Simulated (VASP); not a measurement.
# NbRu3 (Pm-3m) in VASP: single point with LDA

Aim: the single point of NbRu3 with LDA.

Everything below comes from runs of VASP 6.6.1. Logs are shortened: lines on timing, memory, paths and dates and some standing lists are left out, and cuts for length are marked.

## Step 1: The cell of the first run

It takes space group Pm-3m (No. 221, cubic). The conventional cell has a = 3.880 Å, b = 3.880 Å, c = 3.880 Å, α = 90.00°, β = 90.00°, γ = 90.00°. Nb (site symmetry m-3m) has 12 Ru at 2.74 Å within 3.6 Å. Within 3.6 Å of Ru (site symmetry 4/mmm) lie 4 Nb at 2.74 Å and 8 Ru at 2.74 Å.

## Step 2: Single point, LDA

The input, INCAR:

```
SYSTEM = NbRu3
  ALGO = Normal
  EDIFF = 1E-6
  ENCUT = 520
  ISIF = 2
  ISMEAR = -1
  LASPH = .True.
  LCHARG = .False.
  LREAL = .False.
  LWAVE = .False.
  NBANDS = 36
  NELM = 100
  PREC = Accurate
  SIGMA = 0.15
```

The input, KPOINTS:

```
k-points
0
Gamma
  6 6 6
  0 0 0
```

The input, POSCAR:

```
NbRu3
1.0
    3.8800000000      0.0000000000      0.0000000000
    0.0000000000      3.8800000000      0.0000000000
    0.0000000000      0.0000000000      3.8800000000
Nb Ru
1 3
Direct
    0.0000000000      0.0000000000      0.0000000000
    0.0000000000      0.5000000000      0.5000000000
    0.5000000000      0.0000000000      0.5000000000
    0.5000000000      0.5000000000      0.0000000000
```

Potentials or basis: VASP PAW LDA potentials, release 64 (Nb_sv, Ru_pv).

Launch:

```
$ cat potpaw_LDA.64/Nb_sv/POTCAR potpaw_LDA.64/Ru_pv/POTCAR > POTCAR
$ mpirun -np 1 vasp_std > vasp.out
```

OUTCAR:

```text
SYSTEM = NbRu3
   EDIFF = 1E-6
   ENCUT = 520
   ISIF = 2
   ISMEAR = -1
   LASPH = .True.
   LREAL = .False.
   NELM = 100
   PREC = Accurate

 ion  position               nearest neighbor table
   1  0.000  0.000  0.000-   2 2.74   3 2.74   4 2.74   2 2.74   3 2.74   2 2.74   4 2.74   2 2.74
                             3 2.74   4 2.74   3 2.74   4 2.74
   2  0.000  0.500  0.500-   1 2.74   3 2.74   4 2.74   1 2.74   4 2.74   1 2.74   3 2.74   1 2.74
                             3 2.74   4 2.74   4 2.74   3 2.74
   3  0.500  0.000  0.500-   1 2.74   2 2.74   4 2.74   1 2.74   4 2.74   2 2.74   4 2.74   4 2.74
                             1 2.74   2 2.74   1 2.74   2 2.74
   4  0.500  0.500  0.000-   1 2.74   2 2.74   3 2.74   2 2.74   3 2.74   1 2.74   3 2.74   3 2.74
                             1 2.74   2 2.74   2 2.74   1 2.74

  LATTYP: Found a simple cubic cell.
 ALAT       =     3.8800000000

  Lattice vectors:

 A1 = (   3.8800000000,   0.0000000000,   0.0000000000)
 A2 = (   0.0000000000,   3.8800000000,   0.0000000000)
 A3 = (   0.0000000000,   0.0000000000,   3.8800000000)

Analysis of symmetry for initial positions (statically):
=====================================================================
 Subroutine PRICEL returns:
 Original cell was already a primitive cell.

 Routine SETGRP: Setting up the symmetry group for a
 simple cubic supercell.

 Subroutine GETGRP returns: Found 48 space group operations
 (whereof 48 operations were pure point group operations)
 out of a pool of 48 trial point group operations.

The static configuration has the point symmetry O_h .

Analysis of symmetry for dynamics (positions and initial velocities):
=====================================================================
 Subroutine PRICEL returns:
 Original cell was already a primitive cell.

 Routine SETGRP: Setting up the symmetry group for a
 simple cubic supercell.

 Subroutine GETGRP returns: Found 48 space group operations
 (whereof 48 operations were pure point group operations)
 out of a pool of 48 trial point group operations.

The dynamic configuration has the point symmetry O_h .

 Subroutine INISYM returns: Found 48 space group operations
 (whereof 48 operations are pure point group operations),
 and found     1 'primitive' translations

----------------------------------------------------------------------------------------

                                     Primitive cell

  volume of cell :      58.4111

  direct lattice vectors                    reciprocal lattice vectors
     3.880000000  0.000000000  0.000000000     0.257731959  0.000000000  0.000000000
     0.000000000  3.880000000  0.000000000     0.000000000  0.257731959  0.000000000
     0.000000000  0.000000000  3.880000000     0.000000000  0.000000000  0.257731959

  length of vectors
     3.880000000  3.880000000  3.880000000     0.257731959  0.257731959  0.257731959

  position of ions in fractional coordinates (direct lattice)
     0.000000000  0.000000000  0.000000000
     0.000000000  0.500000000  0.500000000
     0.500000000  0.000000000  0.500000000
     0.500000000  0.500000000  0.000000000

  ion indices of the primitive-cell ions
   primitive index   ion index
                 1           1
                 2           2
                 3           3
                 4           4

----------------------------------------------------------------------------------------

 KPOINTS: k-points

Automatic generation of k-mesh.
 Grid dimensions read from file:
 generate k-points for:    6    6    6

 Generating k-lattice:

  Cartesian coordinates                     Fractional coordinates (reciprocal lattice)
     0.042955326  0.000000000  0.000000000     0.166666667  0.000000000  0.000000000
     0.000000000  0.042955326  0.000000000     0.000000000  0.166666667  0.000000000
     0.000000000  0.000000000  0.042955326     0.000000000  0.000000000  0.166666667

  Length of vectors
     0.042955326  0.042955326  0.042955326

  Shift w.r.t. Gamma in fractional coordinates (k-lattice)
     0.000000000  0.000000000  0.000000000

 Subroutine IBZKPT returns following result:
 ===========================================

 Found     20 irreducible k-points:

 Following reciprocal coordinates:
            Coordinates               Weight
  0.000000  0.000000  0.000000      1.000000
  0.166667  0.000000  0.000000      6.000000
  0.333333  0.000000  0.000000      6.000000
  0.500000  0.000000  0.000000      3.000000
  0.166667  0.166667  0.000000     12.000000
  0.333333  0.166667  0.000000     24.000000
[... 12 lines left out ...]
  0.500000  0.500000  0.333333      6.000000
  0.500000  0.500000  0.500000      1.000000
   k-points           NKPTS =     20   k-points in BZ     NKDIM =     20   number of bands    NBANDS=     36
   number of dos      NEDOS =    301   number of ions     NIONS =      4
   total plane-waves  NPLWV =  27000
   dimension x,y,z NGX =    30 NGY =   30 NGZ =   30
   dimension x,y,z NGXF=    60 NGYF=   60 NGZF=   60
   ions per type =               1   3
   NGX,Y,Z   is equivalent  to a cutoff of  12.85, 12.85, 12.85 a.u.
   NGXF,Y,Z  is equivalent  to a cutoff of  25.71, 25.71, 25.71 a.u.
 SYSTEM =  NbRu3
   PREC   = accura    normal or accurate (medium, high low for compatibility)
   ISTART =      0    job   : 0-new  1-cont  2-samecut
   ICHARG =      2    charge: 1-file 2-atom 10-const
   ISPIN  =      1    spin polarized calculation?
   LNONCOLLINEAR =      F non collinear calculations
   LSORBIT =      F    spin-orbit coupling
   LASPH  =      T    aspherical Exc in radial PAW
   ENCUT  =  520.0 eV  38.22 Ry    6.18 a.u.   7.21  7.21  7.21*2*pi/ulx,y,z
   NELM   =    100;   NELMIN=  2; NELMDL= -5     # of ELM steps
   EDIFF  = 0.1E-05   stopping-criterion for ELM
   LREAL  =      F    real-space projection
   EDIFFG = 0.1E-04   stopping-criterion for IOM
   NSW    =      0    number of steps for IOM
   IBRION =     -1    ionic relax: 0-MD 1-quasi-New 2-CG
   NFREE  =      0    steps in history (QN), initial steepest desc. (CG)
   ISIF   =      2    stress and relaxation
   ISYM   =      2    0-nonsym 1-usesym 2-fastsym
   POTIM  = 0.5000    time-step for ionic-motion
   TEBEG  =    0.0;   TEEND  =   0.0 temperature during run
   PSTRESS=    0.0 pullay stress
   NELECT =      55.0000    total number of electrons
   NUPDOWN=      -1.0000    fix difference up-down
   EMIN   =  10.00;   EMAX   =-10.00  energy-range for DOS
   EFERMI =   0.00;   METHOD = LEGACY
   ISMEAR =    -1;   SIGMA  =   0.15  broadening in eV -4-tet -1-fermi 0-gaus
   EFERMI_NEDOS =   21; number of points for ismear=-14 and -15
   IALGO  =     38    algorithm
   IMIX   =      4    mixing-type and parameters
     AMIX     =   0.40;   BMIX     =  1.00
     AMIX_MAG =   1.60;   BMIX_MAG =  1.00
  volume/ion in A,a.u.               =      14.60        98.54
  Fermi-wavevector in a.u.,A,eV,Ry     =   1.604590  3.032235 35.031031  2.574708
  Thomas-Fermi vector in A             =   2.701070
   LORBIT       =      0    0 simple, 1 ext, 2 COOP (PROOUT), +10 PAW based schemes
   GGA     = CA    functional components
   LHFCALC =     F    Hartree Fock is set to
   AEXX    =    0.0000 exact exchange contribution
   IVDW    =     0    specifies the selected vdW correction
   LEPSILON=     F    determine dielectric tensor
   LRPA    =     F    only Hartree local field effects (RPA)
 non-spin polarized calculation
  energy-cutoff  :      520.00
  volume of cell :       58.41
 maximum number of plane-waves:      1596
 NGX is ok and might be reduce to    30
   NGX = 15   NGY = 15   NGZ = 15

 number of electron      55.0000008 magnetization

 Free energy of the ion-electron system (eV)
  ---------------------------------------------------
  ext. energy  EPLUGINS =         0.00000000
  ---------------------------------------------------
  free energy    TOTEN  =       -43.91399028 eV

  energy without entropy =      -43.57106412  energy(sigma->0) =      -43.74252720

 E-fermi :  12.0803     XC(G=0): -13.9107

 val. band max:       12.0597308003   @ k =   0.1667   0.1667   0.0000
 cond. band min:      12.1046521187   @ k =   0.1667   0.1667   0.0000
 fundamental gap:      0.0449213184
 Fermi energy:        12.0802856582

 k-point     1 :       0.0000    0.0000    0.0000
  band No.  band energies     occupation
      1     -42.3926      2.00000
      2     -30.4947      2.00000
      3     -30.4947      2.00000
      4     -30.4947      2.00000
      5     -30.1092      2.00000
      6     -30.1092      2.00000
[... 28 lines left out ...]
     35      16.7668      0.00000
     36      16.7668      0.00000

 k-point     2 :       0.1667    0.0000    0.0000
  band No.  band energies     occupation
      1     -42.3931      2.00000
      2     -30.4721      2.00000
      3     -30.4721      2.00000
      4     -30.4565      2.00000
      5     -30.1168      2.00000
      6     -30.1168      2.00000
[... 28 lines left out ...]
     35      16.7426      0.00000
     36      18.4113      0.00000

 k-point     3 :       0.3333    0.0000    0.0000
  band No.  band energies     occupation
      1     -42.3939      2.00000
      2     -30.4175      2.00000
      3     -30.4175      2.00000
      4     -30.3517      2.00000
      5     -30.1429      2.00000
      6     -30.1429      2.00000
[... 28 lines left out ...]
     35      16.7024      0.00000
     36      20.7241      0.00000
[... 586 lines left out ...]
 k-point    19 :       0.5000    0.5000    0.3333
  band No.  band energies     occupation
      1     -42.3889      2.00000
      2     -30.6501      2.00000
      3     -30.4311      2.00000
      4     -30.4010      2.00000
      5     -30.4010      2.00000
      6     -29.9918      2.00000
[... 28 lines left out ...]
     35      15.4927      0.00000
     36      16.5767      0.00000

 k-point    20 :       0.5000    0.5000    0.5000
  band No.  band energies     occupation
      1     -42.3876      2.00000
      2     -30.6931      2.00000
      3     -30.4374      2.00000
      4     -30.4374      2.00000
      5     -30.4374      2.00000
      6     -29.9475      2.00000
[... 28 lines left out ...]
     35      15.5052      0.00000
     36      15.8611      0.00000

------------------------ aborting loop because EDIFF is reached ----------------------------------------

  FORCE on cell =-STRESS in cart. coord.  units (eV):
  Direction    XX          YY          ZZ          XY          YZ          ZX
  --------------------------------------------------------------------------------------
  -------------------------------------------------------------------------------------
  Total       -3.8055514     -3.8055514     -3.8055514      0.0000000     -0.0000000     -0.0000000
  in kB     -104.3837747   -104.3837747   -104.3837747      0.0000000     -0.0000000     -0.0000000
  external PRESSURE =    -104.3837747 kB  Pullay stress =       0.0000000 kB

 VOLUME and BASIS-vectors are now :
 -----------------------------------------------------------------------------
  energy-cutoff  :      520.00
  volume of cell :       58.41
      direct lattice vectors                 reciprocal lattice vectors
     3.880000000  0.000000000  0.000000000     0.257731959  0.000000000  0.000000000
     0.000000000  3.880000000  0.000000000     0.000000000  0.257731959  0.000000000
     0.000000000  0.000000000  3.880000000     0.000000000  0.000000000  0.257731959

 POSITION                                       TOTAL-FORCE (eV/Angst)
 -----------------------------------------------------------------------------------
      0.00000      0.00000      0.00000         0.000000      0.000000      0.000000
      0.00000      1.94000      1.94000         0.000000      0.000000      0.000000
      1.94000      0.00000      1.94000         0.000000      0.000000      0.000000
      1.94000      1.94000      0.00000         0.000000      0.000000      0.000000
 -----------------------------------------------------------------------------------
    total drift:                                0.000000      0.000000     -0.000000

  FREE ENERGIE OF THE ION-ELECTRON SYSTEM (eV)
  ---------------------------------------------------
  free  energy   TOTEN  =       -43.9139902826 eV

  energy  without entropy=      -43.5710641247  energy(sigma->0) =      -43.74252720
```

Run time: 86 s. Hardware: 1 thread of AMD EPYC 7R13, shared host; peak memory 0.14 GiB.

What came out:

```yaml
Free_energy: -43.9140 eV
Pressure: -10.4 GPa
```
